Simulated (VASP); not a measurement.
Runs of VASP 6.6.1 on RbBr. The structure is that of space group I4/mmm (No. 139), or close to it. The cells are those of the table. 

```tsv
level	potentials or basis	cell	gap on the mesh (eV)	pressure (GPa)
LDA	VASP PAW LDA potentials, release 64 (Rb_sv, Br)	a = 4.945, b = 4.945, c = 5.041 Å, angles 59.4, 59.4, 61.3°, 2 atoms	3.76	-1.9
LDA	VASP PAW LDA potentials, release 64 (Rb_sv, Br)	a = 5.045, b = 5.045, c = 5.235 Å, angles 58.7, 58.7, 62.5°, 2 atoms	(a)	-2.2
RPBE	VASP PAW PBE potentials, release 64 (Rb_sv, Br)	a = 5.045, b = 5.045, c = 4.847 Å, angles 61.3, 61.3, 57.4°, 2 atoms	4.47	1.3
LDA	VASP PAW LDA potentials, release 64 (Rb_sv, Br)	a = 5.045, b = 5.045, c = 4.847 Å, angles 61.3, 61.3, 57.4°, 2 atoms	3.76	(b)
LDA	VASP PAW LDA potentials, release 64 (Rb_sv, Br)	a = 4.863, b = 4.863, c = 5.235 Å, angles 57.4, 57.4, 65.1°, 2 atoms	3.59	(c)
```

Alike in all rows: task single point; no spin polarisation; k mesh 6 × 6 × 6; cutoff (eV) 520; smearing gaussian 0.05 eV.

Problem. Fill in the values left out.

Solution. (a) 3.60; (b) -1.7; (c) -0.8.

Caveats: the PAW data sets were made with another functional, which shifts forces and pressure a little (at least some runs).

A k mesh can miss the band edges, and the runs leave out spin-orbit coupling on Br, Rb.
